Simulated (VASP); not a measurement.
Runs of VASP 6.6.1 on SrO. The structure is that of space group P6_3mc (No. 186), or close to it. The cells are those of the table. 

| cell | gap on the mesh (eV) | pressure (GPa) | largest force (eV/Å) |
| --- | --- | --- | --- |
| a = 3.666, b = 3.666, c = 6.399 Å, angles 90.0, 90.0, 120.0°, 4 atoms | (a) | (c) | 0.17 |
| a = 3.547, b = 3.547, c = 6.191 Å, angles 90.0, 90.0, 120.0°, 4 atoms | 3.20 | 3.4 | 0.35 |
| a = 3.577, b = 3.577, c = 6.243 Å, angles 90.0, 90.0, 120.0°, 4 atoms | 3.05 | (d) | 0.30 |
| a = 3.607, b = 3.607, c = 6.294 Å, angles 90.0, 90.0, 120.0°, 4 atoms | (b) | -0.6 | 0.33 |

Alike in all rows: task single point; level PBE; potentials or basis VASP PAW PBE potentials, release 64 (Sr_sv, O); no spin polarisation; k mesh 9 × 9 × 4; cutoff (eV) 520; smearing gaussian 0.05 eV.

Estimate the missing entries.

(a) 2.64; (b) 2.95; (c) -4.3; (d) 1.1.

A k mesh can miss the band edges, and the runs leave out spin-orbit coupling on Sr.
